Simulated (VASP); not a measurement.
Wanted: the native input for a VASP 6.6.1 run.

```yaml
Task: single point
Functional: HSE06
Potentials_or_basis: VASP PAW PBE potentials, release 64 (Ba_sv, S)
Cutoff: 520 eV
k_mesh: 6 × 6 × 6
Occupations: gaussian, width 0.01 eV
Spin: no spin polarisation
Dipole_correction: no
Grid_for_exact_exchange_PRECFOCK: Normal
Further_INCAR_settings: ALGO = Normal; EDIFF = 1e-07; NBANDS = 15
Share_of_exact_exchange: 0.25
Screening_parameter: 0.2079 1/Å
```

Crystal: BaS.

```
CELL_PARAMETERS angstrom
0.00000 3.21180 3.02487
3.21180 0.00000 3.02487
3.21180 3.21180 0.00000
ATOMIC_POSITIONS crystal
Ba 0.00000 0.00000 0.00000
S 0.50000 0.50000 0.50000
```

This cell differs from its parent crystal: uniaxial z strain -5.8%.

One way to write it, as run:

POSCAR

```
BaS
1.0
    0.0000000000      3.2117958739      3.0248693541
    3.2117958739      0.0000000000      3.0248693541
    3.2117958739      3.2117958739      0.0000000000
Ba S
1 1
Direct
    0.0000000000      0.0000000000      0.0000000000
    0.5000000000      0.5000000000      0.5000000000
```

INCAR.step1

```
PREC = Accurate ; ENCUT = 520
EDIFF = 1E-5 ; ISMEAR = 0
SIGMA = 0.01 ; LREAL = False
LASPH = True ; NELM = 100
ALGO = Normal ; ISIF = 2
LWAVE = True ; LCHARG = False
NBANDS = 15 ; GGA = PE
KPAR = 4
```

INCAR.step2

```
PREC = Accurate ; ENCUT = 520
EDIFF = 1E-7 ; ISMEAR = 0
SIGMA = 0.01 ; LREAL = False
LASPH = True ; NELM = 100
ALGO = Normal ; ISIF = 2
LWAVE = False ; LCHARG = False
GGA = PE ; LHFCALC = True
HFSCREEN = 0.2079 ; PRECFOCK = Normal
NBANDS = 15 ; ISTART = 1
KPAR = 4
```

KPOINTS

```
regular mesh
0
Gamma
  6 6 6
```

Potentials or basis: VASP PAW PBE potentials, release 64 (Ba_sv, S).

The run is started by

```console
$ cat potpaw_PBE.64/Ba_sv/POTCAR potpaw_PBE.64/S/POTCAR > POTCAR
$ cp INCAR.step1 INCAR
$ mpirun -np 4 vasp_std > vasp.out
$ cp INCAR.step2 INCAR
$ mpirun -np 4 vasp_std > vasp.out
```

It gave:

The pressure is 3.8 GPa. The band gap on the k mesh is 2.72 eV (least direct gap 2.88 eV).

Caveat: the cell differs from its parent crystal (uniaxial z strain -5.8%); the stress differs along the axes, from 1 to 9 GPa; the PAW data sets were made with another functional, which shifts forces and pressure a little; spin-orbit coupling is left out, which moves the levels of the heavy elements.

Run time: 37 min on 4 MPI ranks on Intel(R) Xeon(R) Platinum 8259CL CPU @ 2.50GHz (Skylake/Cascade Lake) (shared host), peak memory 0.33 GiB a rank.
